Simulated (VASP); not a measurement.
# CuSi16 (a cell with a defect) in VASP: single point with PBE

Aim: the single point of CuSi16 (a cell with a defect) with PBE.

Program: VASP 6.6.1. These are calculated values, not measurements. Logs are shortened: lines on timing, memory, paths and dates and some standing lists are left out, and cuts for length are marked.

### Step 1. The cell of the first run

The cell holds a defect, 17 atoms: a = 7.679 Å, b = 7.679 Å, c = 7.679 Å, α = 60.00°, β = 60.00°, γ = 60.00°.

### Step 2. Single point, PBE

INCAR

```
SYSTEM = CuSi16
ALGO = Normal ; EDIFF = 1E-6
ENCUT = 520 ; GGA = PE
ISIF = 2 ; ISMEAR = 0
LASPH = .TRUE. ; LCHARG = .FALSE.
LREAL = Auto ; LWAVE = .FALSE.
NBANDS = 52 ; NELECT = 74.0
NELM = 60 ; PREC = Accurate
SIGMA = 0.02
```

KPOINTS

```
k-points
0
G
  2 2 2
  0 0 0
```

POSCAR

```
CuSi16
1.0
    0.0000000000      5.4300000000      5.4300000000
    5.4300000000      0.0000000000      5.4300000000
    5.4300000000      5.4300000000      0.0000000000
Si Cu
16 1
Direct
    0.0142110497     -0.0022206262     -0.0026248619
    0.1341739411      0.1246768877      0.1243052486
    0.0007497238      0.0109834254      0.4969977901
    0.1304543278      0.1276139963      0.6250918969
    0.0006814917      0.4973638122      0.0106662063
    0.1303604972      0.6255046961      0.1272746777
   -0.0093979742      0.5002545120      0.4999200737
    0.0983789134      0.6365209024      0.6361750460
    0.5071219153      0.0022716390      0.0020344383
    0.6429006446      0.1217997238      0.1213665746
    0.5026690608     -0.0028034991      0.4931246777
    0.6262590239      0.1343577348      0.6217868324
    0.5025622468      0.4935366483     -0.0030913444
    0.6261803867      0.6220538674      0.1342209024
    0.4691218232      0.5021166667      0.5019890424
    0.6151171271      0.6149233886      0.6145705341
    0.6899227440      0.7625925414      0.7624728361
```

Potentials or basis: VASP PAW PBE potentials, release 64 (Si, Cu).

Launch:

```sh
$ cat potpaw_PBE.64/Si/POTCAR potpaw_PBE.64/Cu/POTCAR > POTCAR
$ mpirun -np 1 vasp_std > vasp.out
```

OUTCAR:

```text
SYSTEM = CuSi16
   EDIFF = 1E-6
   ENCUT = 520
   GGA = PE
   ISIF = 2
   ISMEAR = 0
   LASPH = .TRUE.
   LREAL = Auto
   NELECT = 74.0
   NELM = 60
   PREC = Accurate

 ion  position               nearest neighbor table
   1  0.014  0.998  0.997-  10 2.33   6 2.33   4 2.33   2 2.34
   2  0.134  0.125  0.124-   5 2.34   3 2.34   9 2.34   1 2.34
   3  0.001  0.011  0.497-   2 2.34  12 2.35   4 2.35   8 2.35
   4  0.130  0.128  0.625-   1 2.33  11 2.34   7 2.34   3 2.35
   5  0.001  0.497  0.011-   2 2.34  14 2.35   6 2.35   8 2.35
   6  0.130  0.626  0.127-   1 2.33  13 2.34   7 2.34   5 2.35
   7  0.991  0.500  0.500-   4 2.34   6 2.34  16 2.36   8 2.39  17 2.87
   8  0.098  0.637  0.636-  15 2.33   3 2.35   5 2.35   7 2.39  17 2.56
   9  0.507  0.002  0.002-   2 2.34  10 2.35  14 2.38  12 2.38  17 2.64
  10  0.643  0.122  0.121-   1 2.33  13 2.33  11 2.33   9 2.35
  11  0.503  0.997  0.493-  10 2.33   4 2.34  16 2.40  12 2.44  17 2.50
  12  0.626  0.134  0.622-  15 2.32   3 2.35  17 2.37   9 2.38  11 2.44
  13  0.503  0.494  0.997-  10 2.33   6 2.34  16 2.40  14 2.44  17 2.50
  14  0.626  0.622  0.134-  15 2.32   5 2.35  17 2.37   9 2.38  13 2.44
  15  0.469  0.502  0.502-  12 2.32  14 2.32   8 2.33  16 2.33
  16  0.615  0.615  0.615-  15 2.33  17 2.34   7 2.36  11 2.40  13 2.40
  17  0.690  0.763  0.762-  16 2.34  14 2.37  12 2.37  13 2.50  11 2.50   8 2.56   9 2.64   7 2.87

  LATTYP: Found a face centered cubic cell.
 ALAT       =    10.8600000000

  Lattice vectors:

 A1 = (   0.0000000000,   5.4300000000,   5.4300000000)
 A2 = (   5.4300000000,   0.0000000000,   5.4300000000)
 A3 = (   5.4300000000,   5.4300000000,   0.0000000000)

Analysis of symmetry for initial positions (statically):
=====================================================================
 Subroutine PRICEL returns:
 Original cell was already a primitive cell.

 Routine SETGRP: Setting up the symmetry group for a
 face centered cubic supercell.

 Subroutine GETGRP returns: Found  1 space group operations
 (whereof  1 operations were pure point group operations)
 out of a pool of 48 trial point group operations.

The static configuration has the point symmetry C_1 .

Analysis of symmetry for dynamics (positions and initial velocities):
=====================================================================
 Subroutine PRICEL returns:
 Original cell was already a primitive cell.

 Routine SETGRP: Setting up the symmetry group for a
 face centered cubic supercell.

 Subroutine GETGRP returns: Found  1 space group operations
 (whereof  1 operations were pure point group operations)
 out of a pool of 48 trial point group operations.

The dynamic configuration has the point symmetry C_1 .

 Subroutine INISYM returns: Found  1 space group operations
 (whereof  1 operations are pure point group operations),
 and found     1 'primitive' translations

----------------------------------------------------------------------------------------

                                     Primitive cell

  volume of cell :     320.2060

  direct lattice vectors                    reciprocal lattice vectors
     0.000000000  5.430000000  5.430000000    -0.092081031  0.092081031  0.092081031
     5.430000000  0.000000000  5.430000000     0.092081031 -0.092081031  0.092081031
     5.430000000  5.430000000  0.000000000     0.092081031  0.092081031 -0.092081031

  length of vectors
     7.679179644  7.679179644  7.679179644     0.159489025  0.159489025  0.159489025

  position of ions in fractional coordinates (direct lattice)
     0.014211050  0.997779374  0.997375138
     0.134173941  0.124676888  0.124305249
     0.000749724  0.010983425  0.496997790
     0.130454328  0.127613996  0.625091897
     0.000681492  0.497363812  0.010666206
     0.130360497  0.625504696  0.127274678
[... 9 lines left out ...]
     0.615117127  0.614923389  0.614570534
     0.689922744  0.762592541  0.762472836

  ion indices of the primitive-cell ions
   primitive index   ion index
                 1           1
                 2           2
                 3           3
                 4           4
                 5           5
                 6           6
[... 9 lines left out ...]
                16          16
                17          17

----------------------------------------------------------------------------------------

 KPOINTS: k-points

Automatic generation of k-mesh.
 Grid dimensions read from file:
 generate k-points for:    2    2    2

 Generating k-lattice:

  Cartesian coordinates                     Fractional coordinates (reciprocal lattice)
    -0.046040516  0.046040516  0.046040516     0.500000000  0.000000000  0.000000000
     0.046040516 -0.046040516  0.046040516     0.000000000  0.500000000  0.000000000
     0.046040516  0.046040516 -0.046040516     0.000000000  0.000000000  0.500000000

  Length of vectors
     0.079744512  0.079744512  0.079744512

  Shift w.r.t. Gamma in fractional coordinates (k-lattice)
     0.000000000  0.000000000  0.000000000

 Subroutine IBZKPT returns following result:
 ===========================================

 Found      8 irreducible k-points:

 Following reciprocal coordinates:
            Coordinates               Weight
  0.000000  0.000000  0.000000      1.000000
  0.500000  0.000000  0.000000      1.000000
  0.000000  0.500000  0.000000      1.000000
  0.000000  0.000000  0.500000      1.000000
  0.500000  0.500000  0.500000      1.000000
  0.500000  0.500000  0.000000      1.000000
  0.000000  0.500000  0.500000      1.000000
  0.500000  0.000000  0.500000      1.000000
   k-points           NKPTS =      8   k-points in BZ     NKDIM =      8   number of bands    NBANDS=     52
   number of dos      NEDOS =    301   number of ions     NIONS =     17
   total plane-waves  NPLWV = 216000
   dimension x,y,z NGX =    60 NGY =   60 NGZ =   60
   dimension x,y,z NGXF=   120 NGYF=  120 NGZF=  120
   ions per type =              16   1
   NGX,Y,Z   is equivalent  to a cutoff of  12.99, 12.99, 12.99 a.u.
   NGXF,Y,Z  is equivalent  to a cutoff of  25.98, 25.98, 25.98 a.u.
 SYSTEM =  CuSi16
   PREC   = accura    normal or accurate (medium, high low for compatibility)
   ISTART =      0    job   : 0-new  1-cont  2-samecut
   ICHARG =      2    charge: 1-file 2-atom 10-const
   ISPIN  =      1    spin polarized calculation?
   LNONCOLLINEAR =      F non collinear calculations
   LSORBIT =      F    spin-orbit coupling
   LASPH  =      T    aspherical Exc in radial PAW
   ENCUT  =  520.0 eV  38.22 Ry    6.18 a.u.  14.28 14.28 14.28*2*pi/ulx,y,z
   NELM   =     60;   NELMIN=  2; NELMDL= -5     # of ELM steps
   EDIFF  = 0.1E-05   stopping-criterion for ELM
   LREAL  =      T    real-space projection
   EDIFFG = 0.1E-04   stopping-criterion for IOM
   NSW    =      0    number of steps for IOM
   IBRION =     -1    ionic relax: 0-MD 1-quasi-New 2-CG
   NFREE  =      0    steps in history (QN), initial steepest desc. (CG)
   ISIF   =      2    stress and relaxation
   ISYM   =      2    0-nonsym 1-usesym 2-fastsym
   POTIM  = 0.5000    time-step for ionic-motion
   TEBEG  =    0.0;   TEEND  =   0.0 temperature during run
   PSTRESS=    0.0 pullay stress
   NELECT =      74.0000    total number of electrons
   NUPDOWN=      -1.0000    fix difference up-down
   EMIN   =  10.00;   EMAX   =-10.00  energy-range for DOS
   EFERMI =   0.00;   METHOD = LEGACY
   ISMEAR =     0;   SIGMA  =   0.02  broadening in eV -4-tet -1-fermi 0-gaus
   EFERMI_NEDOS =   21; number of points for ismear=-14 and -15
   IALGO  =     38    algorithm
   IMIX   =      4    mixing-type and parameters
     AMIX     =   0.40;   BMIX     =  1.00
     AMIX_MAG =   1.60;   BMIX_MAG =  1.00
  volume/ion in A,a.u.               =      18.84       127.11
  Fermi-wavevector in a.u.,A,eV,Ry     =   1.004636  1.898488 13.732283  1.009294
  Thomas-Fermi vector in A             =   2.137265
   LORBIT       =      0    0 simple, 1 ext, 2 COOP (PROOUT), +10 PAW based schemes
   GGA     = PE    functional components
   LHFCALC =     F    Hartree Fock is set to
   AEXX    =    0.0000 exact exchange contribution
   IVDW    =     0    specifies the selected vdW correction
   LEPSILON=     F    determine dielectric tensor
   LRPA    =     F    only Hartree local field effects (RPA)
 non-spin polarized calculation
 Gauss-broadening in eV      SIGMA  =   0.02
  energy-cutoff  :      520.00
  volume of cell :      320.21
 maximum number of plane-waves:      8646
 NGX is ok and might be reduce to    60
   NGX = 29   NGY = 29   NGZ = 29

 number of electron      73.9999999 magnetization

 Free energy of the ion-electron system (eV)
  ---------------------------------------------------
  ext. energy  EPLUGINS =         0.00000000
  ---------------------------------------------------
  free energy    TOTEN  =       -94.22040184 eV

  energy without entropy =      -94.22040184  energy(sigma->0) =      -94.22040184

 E-fermi :   6.3822     XC(G=0):  -9.6084

 val. band max:        6.2822430276   @ k =   0.0000   0.0000   0.0000
 cond. band min:       6.4943594762   @ k =   0.0000   0.0000   0.0000
 fundamental gap:      0.2121164486
 Fermi energy:         6.3822180706

 k-point     1 :       0.0000    0.0000    0.0000
  band No.  band energies     occupation
      1      -5.8953      2.00000
      2      -3.5324      2.00000
      3      -3.5176      2.00000
      4      -3.4851      2.00000
      5      -3.4667      2.00000
      6      -2.0306      2.00000
[... 41 lines left out ...]
     48       8.4712      0.00000
     49       8.6275      0.00000

 k-point     2 :       0.5000    0.0000    0.0000
  band No.  band energies     occupation
      1      -5.2498      2.00000
      2      -4.9083      2.00000
      3      -3.2623      2.00000
      4      -3.2467      2.00000
      5      -3.1949      2.00000
      6      -3.0535      2.00000
[... 304 lines left out ...]
 k-point     8 :       0.5000    0.0000    0.5000
  band No.  band energies     occupation
      1      -4.9345      2.00000
      2      -4.7183      2.00000
      3      -3.8744      2.00000
      4      -3.7786      2.00000
      5      -3.7471      2.00000
      6      -3.7385      2.00000
[... 41 lines left out ...]
     48      10.4855      0.00000
     49      10.5130      0.00000
 [bands above 49 left out]

------------------------ aborting loop because EDIFF is reached ----------------------------------------

  FORCE on cell =-STRESS in cart. coord.  units (eV):
  Direction    XX          YY          ZZ          XY          YZ          ZX
  --------------------------------------------------------------------------------------
  -------------------------------------------------------------------------------------
  Total       -2.0866587     -1.4514856     -1.4423764      0.0781429     -0.5765259      0.0784929
  in kB      -10.4407698     -7.2626286     -7.2170500      0.3909945     -2.8846952      0.3927458
  external PRESSURE =      -8.3068161 kB  Pullay stress =       0.0000000 kB

 VOLUME and BASIS-vectors are now :
 -----------------------------------------------------------------------------
  energy-cutoff  :      520.00
  volume of cell :      320.21
      direct lattice vectors                 reciprocal lattice vectors
     0.000000000  5.430000000  5.430000000    -0.092081031  0.092081031  0.092081031
     5.430000000  0.000000000  5.430000000     0.092081031 -0.092081031  0.092081031
     5.430000000  5.430000000  0.000000000     0.092081031  0.092081031 -0.092081031

 POSITION                                       TOTAL-FORCE (eV/Angst)
 -----------------------------------------------------------------------------------
     10.83369      5.49291      5.49511        -0.006249      0.002225      0.002560
      1.35197      1.40354      1.40556        -0.001617      0.000969      0.001088
      2.75834      2.70277      0.06371        -0.002401     -0.003211     -0.003952
      4.08719      4.10262      1.40131        -0.003565     -0.001373      0.001671
      2.75860      0.06162      2.70439        -0.002511     -0.003990     -0.002709
      4.08759      1.39896      4.10435        -0.003527      0.002911     -0.002590
[... 9 lines left out ...]
      6.67615      6.67720      6.67912        -0.003741     -0.002052     -0.003192
      8.28110      7.88651      7.88716         0.013644     -0.001930     -0.000695
 -----------------------------------------------------------------------------------
    total drift:                                0.001724     -0.000601     -0.000561

  FREE ENERGIE OF THE ION-ELECTRON SYSTEM (eV)
  ---------------------------------------------------
  free  energy   TOTEN  =       -94.2204018359 eV

  energy  without entropy=      -94.2204018359  energy(sigma->0) =      -94.22040184
```

It took 8.6 min on 1 thread of AMD EPYC 7R43 (Zen 3), shared host; peak memory 0.43 GiB.

What came out:

| Item | Value |
| --- | --- |
| Free energy | -94.2204 eV |
| Largest force | 0.014 eV/Å |

Forces in eV/Å, atoms in the order of the input:
```
Si  -0.006  0.002  0.003
Si  -0.002  0.001  0.001
Si  -0.002 -0.003 -0.004
Si  -0.004 -0.001  0.002
Si  -0.003 -0.004 -0.003
Si  -0.004  0.003 -0.003
Si  -0.002  0.003  0.004
Si  -0.008  0.003  0.002
Si   0.005  0.001  0.002
Si  -0.003  0.002  0.001
Si  -0.001 -0.005  0.005
Si   0.008 -0.011  0.004
Si  -0.002  0.006 -0.005
Si   0.007  0.004 -0.011
Si   0.006  0.004  0.005
Si  -0.004 -0.002 -0.003
Cu   0.014 -0.002 -0.001
```

Levels at points of the mesh, in eV from the Fermi level:
```
           k point  band 34  band 35  band 36  band 37  band 38  band 39  band 40  band 41
(0.00, 0.00, 0.00)    -0.92    -0.63    -0.19    -0.10     0.11     0.50     0.61     0.63
(0.50, 0.00, 0.00)    -0.89    -0.86    -0.68    -0.53     0.54     1.04     1.32     1.37
(0.00, 0.50, 0.00)    -0.91    -0.84    -0.82    -0.71     0.57     1.14     1.30     1.32
(0.00, 0.00, 0.50)    -0.91    -0.84    -0.82    -0.71     0.57     1.14     1.30     1.32
(0.50, 0.50, 0.50)    -0.93    -0.87    -0.79    -0.77     0.48     1.21     1.31     1.35
(0.50, 0.50, 0.00)    -1.53    -1.43    -1.41    -1.00     0.67     1.05     2.00     2.08
(0.00, 0.50, 0.50)    -1.49    -1.48    -1.40    -1.04     0.68     1.03     2.00     2.06
(0.50, 0.00, 0.50)    -1.53    -1.43    -1.41    -1.00     0.67     1.05     2.00     2.08
```

Caveat: the k points lie up to 0.50 Å⁻¹ apart; the cell carries a net charge on a neutralising background, which shifts energy and pressure; the cell is charged against a uniform background, so pressure and absolute levels hang on convention.
